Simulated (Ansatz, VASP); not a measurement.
# CdSe: VASP beside Ansatz

The input INCAR:

```
  PREC = Accurate
  ENCUT = 520
  EDIFF = 1E-7
  ISMEAR = 0
  SIGMA = 0.05
  LREAL = False
  LASPH = True
  NELM = 100
  ALGO = Normal
  ISIF = 2
  LWAVE = False
  LCHARG = False
  GGA = PS
  NBANDS = 26
```

File KPOINTS:

```
regular mesh
0
Gamma
  8 8 6
```

File POSCAR:

```
CdSe
1.0
    0.0000000000     -3.0413096037     -3.0413096037
    0.0000000000      3.0413096037     -3.0413096037
    6.0826192074      0.0000000000      0.0000000000
Cd Se
2 2
Direct
    0.5175044359      0.5259965611      0.5000000000
   -0.0175044359     -0.0259965611      0.0000000000
    0.0242131085      0.4922271776      0.2500000000
    0.4757868915      0.0077728224      0.7500000000
```

Input for Ansatz:

```yaml
crystal:
  lattice:
    - [0.0, -3.0413096037, -3.0413096037]
    - [0.0, 3.0413096037, -3.0413096037]
    - [6.0826192074, 0.0, 0.0]
  atoms:
    - { symbol: Cd, position: [0.5175044359, 0.5259965611, 0.5] }
    - { symbol: Cd, position: [-0.0175044359, -0.0259965611, 0.0] }
    - { symbol: Se, position: [0.0242131085, 0.4922271776, 0.25] }
    - { symbol: Se, position: [0.4757868915, 0.0077728224, 0.75] }
basis:
  ecutwfc: 420
kpoints:
  mp_grid: { grid: [8, 8, 6] }
hamiltonian:
  xc: pbesol
  pseudopotentials: { kind: paw }
scf:
  occupations: { method: gaussian, width: 0.05 }
output:
  forces: true
  stress: true
  eigenvalues: true
```

Change from the starting cell: mode 4 frozen in at -0.132 Å and mode 11 at -0.050 Å (largest displacements).

Alike in both runs: task single point; functional PBEsol; k mesh 8 × 8 × 6; occupations gaussian, width 0.05 eV; no spin polarisation.

```csv
,VASP,Ansatz
version,VASP 6.6.1,Ansatz 0.2.0
potentials or method,"VASP PAW PBE potentials, release 64 (Cd, Se), cutoff 520 eV","scalar-relativistic, plane waves, PAW"
valence electrons in the cell,36,72
```

|  | VASP | Ansatz | Ansatz less VASP |
| --- | --- | --- | --- |
| gap on the k mesh at the Fermi level (eV) | 0.48 | 0.48 | -0.002 |
| least direct gap on the mesh (eV) | 0.48 | 0.48 | -0.002 |
| pressure (GPa) | 0.3 | -0.1 | -0.34 |
| traceless stress, the component that is largest in VASP (GPa) | -0.17 | -0.17 | +0.002 |
| rms of the force components (eV/Å) | 0.250 | 0.243 | -0.0074 |

VASP's potentials were made for PBE, not for PBEsol. Atom by atom the forces differ by 0.009 eV/Å (rms over components). VASP's potentials hold 36 valence electrons a cell and Ansatz's 72, so a difference there can come from the potentials and not from the codes.
